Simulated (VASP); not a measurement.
The system is Si2W.

```
CELL_PARAMETERS angstrom
4.94974 0.00000 0.00000
0.00000 5.10045 0.00000
0.00000 0.00000 3.33155
ATOMIC_POSITIONS crystal
Si 0.22500 0.82500 0.50000
Si 0.72500 0.67500 0.00000
Si 0.77500 0.17500 0.50000
Si 0.27500 0.32500 0.00000
W 0.50000 0.50000 0.50000
W 0.00000 0.00000 0.00000
```

- Program: VASP 6.6.1
- Task: relaxation of cell and atoms
- Functional: PBE
- Potentials or basis: VASP PAW PBE potentials, release 64 (Si, W_sv)
- Cutoff: 600 eV
- k mesh: 4 × 4 × 6
- Occupations: gaussian, width 0.1 eV
- Spin: no spin polarisation

At the start: pressure 81.6 GPa; volume 14.02 Å³/atom.

Task: Where does the relaxation end?

Result: Over 32 steps the energy falls by 1695.9 meV/atom and the volume is 19.50 Å³/atom (+39.1 %); space group Pnnm (No. 58, to 0.1 Å) before and after.

The path:
| step | energy change (eV) | largest force (eV/Å) | pressure (GPa) | volume (Å³) |
| --- | --- | --- | --- | --- |
| 1 | 0.0000 | 1.5801 | 81.64 | 84.11 |
| 2 | 0.4380 | 0.5921 | -18.90 | 204.46 |
| 3 | -7.3048 | 0.0919 | -3.83 | 126.73 |
| 4 | -7.3563 | 0.0636 | -1.32 | 123.57 |
| 5 | -7.3625 | 0.0641 | 0.02 | 122.04 |
| 6 | -7.6652 | 0.5426 | -0.69 | 122.83 |
| 7 | -8.3515 | 1.6685 | -1.16 | 123.36 |
| 8 | -6.1715 | 3.6765 | 20.61 | 115.26 |
| 9 | -8.5171 | 1.9772 | -0.67 | 122.87 |
| 10 | -8.5388 | 2.1873 | -0.08 | 122.48 |
| 11 | -8.7728 | 2.3988 | -1.31 | 122.87 |
| 12 | -9.3541 | 1.7336 | -4.03 | 123.53 |
| 13 | -9.3851 | 1.5141 | -4.32 | 123.59 |
| 14 | -9.6324 | 1.2914 | -3.26 | 120.85 |
| 15 | -10.0046 | 0.3081 | 2.14 | 112.84 |
| 16 | -10.0516 | 0.1922 | -0.25 | 114.53 |
| 17 | -10.0529 | 0.2160 | -0.69 | 114.88 |
| 18 | -10.0609 | 0.2064 | -0.06 | 114.42 |
| 19 | -10.0645 | 0.1955 | 0.71 | 113.87 |
| 20 | -10.0719 | 0.1805 | 0.49 | 114.22 |
| 21 | -10.0873 | 0.1893 | -0.17 | 115.27 |
| 22 | -10.0878 | 0.3414 | -1.48 | 117.38 |
| 23 | -10.0928 | 0.2522 | -0.82 | 116.32 |
| 24 | -10.0992 | 0.2673 | -0.61 | 116.27 |
| 25 | -10.1150 | 0.3203 | -0.02 | 116.10 |
| 26 | -10.1314 | 0.4396 | 1.10 | 115.77 |
| 27 | -10.1428 | 0.3817 | 0.73 | 116.13 |
| 28 | -10.1652 | 0.2038 | -0.39 | 117.21 |
| 29 | -10.1502 | 0.1630 | -2.66 | 119.38 |
| 30 | -10.1698 | 0.0843 | -1.09 | 117.87 |
| 31 | -10.1746 | 0.0214 | -0.49 | 117.33 |
| 32 | -10.1755 | 0.0191 | -0.12 | 117.00 |

Final structure:
```yaml
crystal:
  lattice:
    - [6.87095, 0.00000, 0.00000]
    - [0.00000, 6.20589, 0.00000]
    - [0.00000, 0.00000, 2.74390]
  atoms:
    - { symbol: Si, position: [0.22964, 0.77016, 0.50000] }
    - { symbol: Si, position: [0.72964, 0.72984, 0.00000] }
    - { symbol: Si, position: [0.77036, 0.22984, 0.50000] }
    - { symbol: Si, position: [0.27036, 0.27016, 0.00000] }
    - { symbol: W, position: [0.50000, 0.50000, 0.50000] }
    - { symbol: W, position: [0.00000, 0.00000, 0.00000] }
```

Caveat: the volume moved by over 15 % at a fixed basis, so the end points are rough.
